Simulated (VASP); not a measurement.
Wanted: the native input for a VASP 6.6.1 run.

* Task: relaxation of cell and atoms
* Functional: PBE
* Potentials or basis: VASP PAW PBE potentials, release 64 (Mg, Sn_d, N)
* Cutoff: 600 eV
* k mesh: 6 × 6 × 6
* Occupations: gaussian, width 0.1 eV
* Spin: no spin polarisation
* Dipole correction: no
* Further INCAR settings: ALGO = Normal; EDIFF = 1e-06; IBRION = 2; EDIFFG = -0.04; NSW = 90; ISIF = 3

The structure of MgSn2N2 lies in POSCAR:

```
MgSn2N2
1.0
    2.6879283600      1.5518761600      3.6917809000
   -2.6879283600      1.5518761600      3.6917809000
    0.0000000000     -3.1037523300      3.6917809000
Mg Sn N
1 2 2
Direct
    0.2305416200      0.2305416200      0.2305416200
    0.0535745200      0.0535745200      0.0535745200
    0.8064610900      0.8064610900      0.8064610900
    0.6680905300      0.6680905300      0.6680905300
    0.5241952200      0.5241952200      0.5241952200
```

The cell was generated, and may not be a known phase.

The input as run:

INCAR

```
ALGO = Normal
EDIFF = 1E-6
EDIFFG = -0.04
ENCUT = 600
GGA = PE
IBRION = 2
ISIF = 3
ISMEAR = 0
LASPH = T
LCHARG = F
LREAL = F
LWAVE = F
NELM = 60
NSW = 90
PREC = Accurate
SIGMA = 0.1
```

KPOINTS

```
k-points
0
Gamma
  6 6 6
```

Potentials or basis: VASP PAW PBE potentials, release 64 (Mg, Sn_d, N).

Launch:

```sh
$ cat potpaw_PBE.64/Mg/POTCAR potpaw_PBE.64/Sn_d/POTCAR potpaw_PBE.64/N/POTCAR > POTCAR
$ mpirun -np 1 vasp_std > vasp.out
```

It gave:

- Relaxed volume: 17.87 Å³/atom
- Relaxed cell: a = 6.400 Å, b = 6.400 Å, c = 6.400 Å, α = 38.04°, β = 38.04°, γ = 38.04°
- Space group after relaxing (to 0.1 Å): R3m (No. 160)
- Pressure after relaxing: 0.0 GPa
- Largest force after relaxing: 0.019 eV/Å
- Band gap on the k mesh: zero (bands 20 and 21 overlap by 0.69 eV)

Caveat: a cell axis changed by over 15 % at a fixed basis, so the end point is rough; spin-orbit coupling is left out, which moves the levels of the heavy elements.

Wall time 70 min on 1 thread of Intel(R) Xeon(R) Platinum 8375C CPU @ 2.90GHz (Ice Lake), with other jobs on the host, peak memory 0.33 GiB.
